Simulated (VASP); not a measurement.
# SnSe2 (P-3m1) in VASP: further runs

SnSe2 is run at these levels: PBE+D3(BJ); tasks: single point.

All numbers are computed with VASP 6.6.1; they aren't measurements. Logs are shortened: lines on timing, memory, paths and dates and some standing lists are left out, and cuts for length are marked.

### 1 The cell of the first run

The structure is trigonal, space group P-3m1 (No. 164). Conventional cell: a = 3.792 Å, b = 3.792 Å, c = 6.659 Å, α = 90.00°, β = 90.00°, γ = 120.00°. Sn (site symmetry -3m) has 6 Se at 2.81 Å and 6 Sn at 3.79 Å within 3.8 Å. Se (site symmetry 3m) has 3 Sn at 2.81 Å and 9 Se at 3.79 to 3.82 Å within 3.9 Å.

### 2 Single point, PBE+D3(BJ)

Input file INCAR:

```
SYSTEM = SnSe2
PREC = Accurate
ENCUT = 500
EDIFF = 1E-6
ISMEAR = 0
SIGMA = 0.03
LREAL = .FALSE.
LASPH = .TRUE.
NELM = 120
ALGO = Normal
ISIF = 2
LWAVE = .FALSE.
LCHARG = .TRUE.
GGA = PE
IVDW = 12
LELF = .TRUE.
LVHAR = .TRUE.
NBANDS = 20
GGA_COMPAT = .FALSE.
```

Input file KPOINTS:

```
regular mesh
0
G
  12 12 6
  0 0 0
```

Input file POSCAR:

```
SnSe2
1.0
    3.7920000000      0.0000000000      0.0000000000
   -1.8960000000      3.2839683311      0.0000000000
    0.0000000000      0.0000000000      6.6590000000
Sn Se
1 2
Direct
    0.0000000000      0.0000000000      0.0000000000
    0.3333333333      0.6666666667      0.2651331237
    0.6666666667      0.3333333333      0.7348668763
```

Potentials or basis: VASP PAW PBE potentials, release 64 (Sn_d, Se).

The run is started by

```sh
$ cat potpaw_PBE.64/Sn_d/POTCAR potpaw_PBE.64/Se/POTCAR > POTCAR
$ mpirun -np 1 vasp_std > vasp.out
```

OUTCAR:

```text
SYSTEM = SnSe2
   PREC = Accurate
   ENCUT = 500
   EDIFF = 1E-6
   ISMEAR = 0
   LREAL = .FALSE.
   LASPH = .TRUE.
   NELM = 120
   ISIF = 2
   GGA = PE
   IVDW = 12
 IVDW          = 12

 ion  position               nearest neighbor table
   1  0.000  0.000  0.000-   2 2.81   3 2.81   2 2.81   3 2.81   3 2.81   2 2.81
   2  0.333  0.667  0.265-   1 2.81   1 2.81   1 2.81
   3  0.667  0.333  0.735-   1 2.81   1 2.81   1 2.81

  LATTYP: Found a hexagonal cell.
 ALAT       =     3.7920000000
 C/A-ratio  =     1.7560654008

  Lattice vectors:

 A1 = (   3.7920000000,   0.0000000000,   0.0000000000)
 A2 = (  -1.8960000000,   3.2839683311,   0.0000000000)
 A3 = (   0.0000000000,   0.0000000000,   6.6590000000)

Analysis of symmetry for initial positions (statically):
=====================================================================
 Subroutine PRICEL returns:
 Original cell was already a primitive cell.

 Routine SETGRP: Setting up the symmetry group for a
 hexagonal supercell.

 Subroutine GETGRP returns: Found 12 space group operations
 (whereof 12 operations were pure point group operations)
 out of a pool of 24 trial point group operations.

The static configuration has the point symmetry D_3d.

Analysis of symmetry for dynamics (positions and initial velocities):
=====================================================================
 Subroutine PRICEL returns:
 Original cell was already a primitive cell.

 Routine SETGRP: Setting up the symmetry group for a
 hexagonal supercell.

 Subroutine GETGRP returns: Found 12 space group operations
 (whereof 12 operations were pure point group operations)
 out of a pool of 24 trial point group operations.

The dynamic configuration has the point symmetry D_3d.

 Subroutine INISYM returns: Found 12 space group operations
 (whereof 12 operations are pure point group operations),
 and found     1 'primitive' translations

----------------------------------------------------------------------------------------

                                     Primitive cell

  volume of cell :      82.9232

  direct lattice vectors                    reciprocal lattice vectors
     3.792000000  0.000000000  0.000000000     0.263713080  0.152254818  0.000000000
    -1.896000000  3.283968331  0.000000000     0.000000000  0.304509636  0.000000000
     0.000000000  0.000000000  6.659000000     0.000000000  0.000000000  0.150172699

  length of vectors
[... 83 lines left out ...]
   NELM   =    120;   NELMIN=  2; NELMDL= -5     # of ELM steps
   EDIFF  = 0.1E-05   stopping-criterion for ELM
   LREAL  =      F    real-space projection
   EDIFFG = 0.1E-04   stopping-criterion for IOM
   NSW    =      0    number of steps for IOM
   IBRION =     -1    ionic relax: 0-MD 1-quasi-New 2-CG
   NFREE  =      0    steps in history (QN), initial steepest desc. (CG)
   ISIF   =      2    stress and relaxation
   ISYM   =      2    0-nonsym 1-usesym 2-fastsym
   POTIM  = 0.5000    time-step for ionic-motion
   TEBEG  =    0.0;   TEEND  =   0.0 temperature during run
   PSTRESS=    0.0 pullay stress
   NELECT =      26.0000    total number of electrons
   NUPDOWN=      -1.0000    fix difference up-down
   EMIN   =  10.00;   EMAX   =-10.00  energy-range for DOS
   EFERMI =   0.00;   METHOD = LEGACY
   ISMEAR =     0;   SIGMA  =   0.03  broadening in eV -4-tet -1-fermi 0-gaus
   EFERMI_NEDOS =   21; number of points for ismear=-14 and -15
   IALGO  =     38    algorithm
   IMIX   =      4    mixing-type and parameters
     AMIX     =   0.40;   BMIX     =  1.00
     AMIX_MAG =   1.60;   BMIX_MAG =  1.00
  volume/ion in A,a.u.               =      27.64       186.53
  Fermi-wavevector in a.u.,A,eV,Ry     =   1.112177  2.101709 16.829554  1.236937
  Thomas-Fermi vector in A             =   2.248748
   LORBIT       =      0    0 simple, 1 ext, 2 COOP (PROOUT), +10 PAW based schemes
   GGA     = PE    functional components
   LHFCALC =     F    Hartree Fock is set to
   AEXX    =    0.0000 exact exchange contribution
   IVDW    =    12    specifies the selected vdW correction
   LEPSILON=     F    determine dielectric tensor
   LRPA    =     F    only Hartree local field effects (RPA)
 non-spin polarized calculation
 Gauss-broadening in eV      SIGMA  =   0.03
  energy-cutoff  :      500.00
  volume of cell :       82.92
 maximum number of plane-waves:      2126
   NGX = 13   NGY = 13   NGZ = 25

 number of electron      25.9999999 magnetization

 Free energy of the ion-electron system (eV)
  ---------------------------------------------------
  ext. energy  EPLUGINS =         0.00000000
  ---------------------------------------------------
  free energy    TOTEN  =       -11.65386176 eV

  energy without entropy =      -11.65333222  energy(sigma->0) =      -11.65359699

 E-fermi :   3.7429     XC(G=0):  -9.2170

 val. band max:        3.7415431475   @ k =   0.0833   0.0000   0.3333
 cond. band min:       3.7454911583   @ k =   0.0833   0.0000   0.1667
 fundamental gap:      0.0039480108
 Fermi energy:         3.7428782773

 k-point     1 :       0.0000    0.0000    0.0000
  band No.  band energies     occupation
      1     -17.7244      2.00000
      2     -17.7244      2.00000
      3     -17.6719      2.00000
      4     -17.6631      2.00000
      5     -17.6631      2.00000
      6      -9.8234      2.00000
[... 541 lines left out ...]
     19      11.5430      0.00000
     20      12.4174      0.00000

 [... further k-points ...]

------------------------ aborting loop because EDIFF is reached ----------------------------------------

 Edisp (eV)   -1.00650

 E8    (eV) :    -0.4405

  FORCE on cell =-STRESS in cart. coord.  units (eV):
  Direction    XX          YY          ZZ          XY          YZ          ZX
  --------------------------------------------------------------------------------------
  -------------------------------------------------------------------------------------
  Total      -0.81412    -0.81412    -4.88121    -0.00000     0.00000    -0.00000
  in kB     -15.72970   -15.72970   -94.31092    -0.00000     0.00000    -0.00000
  external pressure =      -41.92 kB  Pullay stress =        0.00 kB

 VOLUME and BASIS-vectors are now :
 -----------------------------------------------------------------------------
  energy-cutoff  :      500.00
  volume of cell :       82.92
      direct lattice vectors                 reciprocal lattice vectors
     3.792000000  0.000000000  0.000000000     0.263713080  0.152254818  0.000000000
    -1.896000000  3.283968331  0.000000000     0.000000000  0.304509636  0.000000000
     0.000000000  0.000000000  6.659000000     0.000000000  0.000000000  0.150172699

 POSITION                                       TOTAL-FORCE (eV/Angst)
 -----------------------------------------------------------------------------------
      0.00000      0.00000      0.00000        -0.000000      0.000000      0.000000
     -0.00000      2.18931      1.76552         0.000000      0.000000     -1.176334
      1.89600      1.09466      4.89348        -0.000000     -0.000000      1.176334
 -----------------------------------------------------------------------------------
    total drift:                               -0.000000      0.000000      0.000000

  FREE ENERGIE OF THE ION-ELECTRON SYSTEM (eV)
  ---------------------------------------------------
  free  energy   TOTEN  =       -12.6603665136 eV

  energy  without entropy=      -12.6598369680  energy(sigma->0) =      -12.66010174
```

OSZICAR:

```text
N       E                     dE             d eps       ncg     rms          rms(c)
DAV:   1     0.199713423613E+03    0.19971E+03   -0.11819E+04  4056   0.141E+03
DAV:   2     0.109822180873E+02   -0.18873E+03   -0.18183E+03  4276   0.367E+02
DAV:   3    -0.110890288455E+02   -0.22071E+02   -0.21482E+02  4956   0.111E+02
DAV:   4    -0.118780822148E+02   -0.78905E+00   -0.78731E+00  4692   0.220E+01
DAV:   5    -0.118977953633E+02   -0.19713E-01   -0.19712E-01  5588   0.366E+00    0.436E+00
DAV:   6    -0.116660701644E+02    0.23173E+00   -0.61258E-01  5752   0.700E+00    0.275E+00
DAV:   7    -0.116534540205E+02    0.12616E-01   -0.11119E-01  4548   0.191E+00    0.102E+00
DAV:   8    -0.116534403249E+02    0.13696E-04   -0.11811E-02  4704   0.769E-01    0.242E-01
DAV:   9    -0.116538384217E+02   -0.39810E-03   -0.18451E-03  4804   0.287E-01    0.682E-02
DAV:  10    -0.116538435410E+02   -0.51193E-05   -0.21103E-04  4864   0.105E-01    0.289E-02
DAV:  11    -0.116538620559E+02   -0.18515E-04   -0.48006E-05  4524   0.565E-02    0.131E-02
DAV:  12    -0.116538617619E+02    0.29403E-06   -0.17537E-06  4428   0.131E-02
   1 F= -.12660367E+02 E0= -.12660102E+02  d E =-.529546E-03
```

It took 52 s on 1 thread of Intel Xeon 6975P-C (Granite Rapids), shared host; peak memory 0.29 GiB.

Results:

```
Free energy                : -12.6604 eV
Pressure                   : -4.2 GPa
Largest force              : 1.176 eV/Å
Band gap on the k mesh     : zero (bands 13 and 14 overlap by 0.08 eV)
Dispersion energy per atom : -0.335 eV
```

Forces on the atoms (eV/Å):
```
Sn   0.000  0.000  0.000
Se   0.000  0.000 -1.176
Se   0.000  0.000  1.176
```

Stress tensor (GPa, compression positive):
```
-1.57  0.00  0.00
 0.00 -1.57  0.00
 0.00  0.00 -9.43
```

Levels at points of the mesh, in eV from the Fermi level:
```
           k point  band 10  band 11  band 12  band 13  band 14  band 15  band 16  band 17
(0.00, 0.00, 0.00)    -0.33    -0.33    -0.17    -0.17     0.52     3.38     4.57     4.57
(0.50, 0.00, 0.00)    -3.23    -2.06    -1.82    -0.40     0.74     3.29     4.58     4.91
(0.00, 0.00, 0.50)    -0.45    -0.45    -0.02    -0.02     2.22     3.10     4.38     4.38
(0.50, 0.00, 0.50)    -2.44    -1.87    -1.21    -0.76    -0.08     3.11     4.30     5.18
```

Caveat: the stress differs along the axes, from -9 to -2 GPa; semilocal functionals underestimate gaps, and a narrow one can read as zero; spin-orbit coupling is left out, which moves the levels of the heavy elements; forces of over 1 eV/Å act on the atoms, so gaps and moduli don't describe the material at rest.

### 3 Single point, PBE+D3(BJ)

This run uses another cell than the first one, of 28.08 Å³/atom.

Input file INCAR:

```
ALGO     = Normal         # electronic algorithm
EDIFF    = 1E-6           # SCF threshold, eV
ENCUT    = 500            # plane-wave cutoff, eV
GGA      = PE             # functional
GGA_COMPAT= F            
ISIF     = 2              # what is computed and relaxed
ISMEAR   = 0              # smearing method
IVDW     = 12             # dispersion correction
LASPH    = T              # aspherical terms in the spheres
LCHARG   = T              # write CHGCAR
LELF     = T              # ELF
LREAL    = F              # projectors in reciprocal space
LVHAR    = T            
LWAVE    = F              # write WAVECAR
NBANDS   = 20             # bands
NELM     = 120            # most SCF steps
PREC     = Accurate       # precision mode
SIGMA    = 0.03           # smearing width, eV
```

Input file KPOINTS:

```
k-points
0
Gamma
  12 12 6
```

Input file POSCAR:

```
SnSe2
1.0
    3.6480000000      0.0000000000      0.0000000000
   -1.8240000000      3.1592606730      0.0000000000
    0.0000000000      0.0000000000      7.3081000000
Sn Se
1 2
Direct
    0.0000000000      0.0000000000      0.0000000000
    0.3333333333      0.6666666667      0.2651331237
    0.6666666667      0.3333333333      0.7348668763
```

Potentials or basis: VASP PAW PBE potentials, release 64 (Sn_d, Se).

The run is started by

```sh
$ cat potpaw_PBE.64/Sn_d/POTCAR potpaw_PBE.64/Se/POTCAR > POTCAR
$ mpirun -np 1 vasp_std > vasp.out
```

OUTCAR:

```text
EDIFF = 1E-6
   ENCUT = 500
   GGA = PE
   ISIF = 2
   ISMEAR = 0
   IVDW = 12
   LASPH = T
   LREAL = F
   NELM = 120
   PREC = Accurate
 IVDW          = 12

 ion  position               nearest neighbor table
   1  0.000  0.000  0.000-   2 2.86   3 2.86   2 2.86   3 2.86   3 2.86   2 2.86
   2  0.333  0.667  0.265-   1 2.86   1 2.86   1 2.86
   3  0.667  0.333  0.735-   1 2.86   1 2.86   1 2.86

  LATTYP: Found a hexagonal cell.
 ALAT       =     3.6480000000
[... 747 lines left out ...]

 Edisp (eV)   -0.99035

 E8    (eV) :    -0.4333

  FORCE on cell =-STRESS in cart. coord.  units (eV):
  Direction    XX          YY          ZZ          XY          YZ          ZX
  --------------------------------------------------------------------------------------
  -------------------------------------------------------------------------------------
  Total       0.64530     0.64530    -7.80654     0.00000     0.00000    -0.00000
  in kB      12.27522    12.27522  -148.49933     0.00000     0.00000    -0.00000
  external pressure =      -41.32 kB  Pullay stress =        0.00 kB

 VOLUME and BASIS-vectors are now :
 -----------------------------------------------------------------------------
  energy-cutoff  :      500.00
  volume of cell :       84.23
      direct lattice vectors                 reciprocal lattice vectors
     3.648000000  0.000000000  0.000000000     0.274122807  0.158264876  0.000000000
    -1.824000000  3.159260673  0.000000000     0.000000000  0.316529753  0.000000000
     0.000000000  0.000000000  7.308100000     0.000000000  0.000000000  0.136834471

 POSITION                                       TOTAL-FORCE (eV/Angst)
 -----------------------------------------------------------------------------------
      0.00000      0.00000      0.00000        -0.000000      0.000000      0.000000
     -0.00000      2.10617      1.93762         0.000000     -0.000000     -1.685424
      1.82400      1.05309      5.37048        -0.000000      0.000000      1.685424
 -----------------------------------------------------------------------------------
    total drift:                               -0.000000      0.000000      0.000000

  FREE ENERGIE OF THE ION-ELECTRON SYSTEM (eV)
  ---------------------------------------------------
  free  energy   TOTEN  =       -12.0624579195 eV

  energy  without entropy=      -12.0616831037  energy(sigma->0) =      -12.06207051
```

stdout:

```text
POSCAR found type information on POSCAR SnSe
 POSCAR found :  2 types and       3 ions
 scaLAPACK will be used
 LDA part: xc-table for (Slater+PW92), standard interpolation
 POSCAR, INCAR and KPOINTS ok, starting setup
 FFT: planning ... GRIDC
 FFT: planning ... GRID_SOFT
 FFT: planning ... GRID
 WAVECAR not read
 entering main loop
```

Wall time 69 s (1 thread of Intel Xeon 6975P-C (Granite Rapids), shared host); peak memory 0.3 GiB.

What came out:

```yaml
Free_energy: -12.0625 eV
Pressure: -4.1 GPa
Largest_force: 1.685 eV/Å
Band_gap_on_the_k_mesh: zero (bands 13 and 14 overlap by 0.90 eV)
Dispersion_energy_per_atom: -0.330 eV
```

Forces on the atoms (eV/Å):
```
Sn   0.000  0.000  0.000
Se   0.000  0.000 -1.685
Se   0.000  0.000  1.685
```

Stress tensor (GPa, compression positive):
```
  1.23   0.00   0.00
  0.00   1.23   0.00
  0.00   0.00 -14.85
```

Caveat: the stress differs along the axes, from -15 to 1 GPa; spin-orbit coupling is left out, which moves the levels of the heavy elements; forces of over 1 eV/Å act on the atoms, so gaps and moduli don't describe the material at rest.

[end of part 1 of 2]

The gap in the log of VASP goes by the Fermi energy; the results here count the filled bands.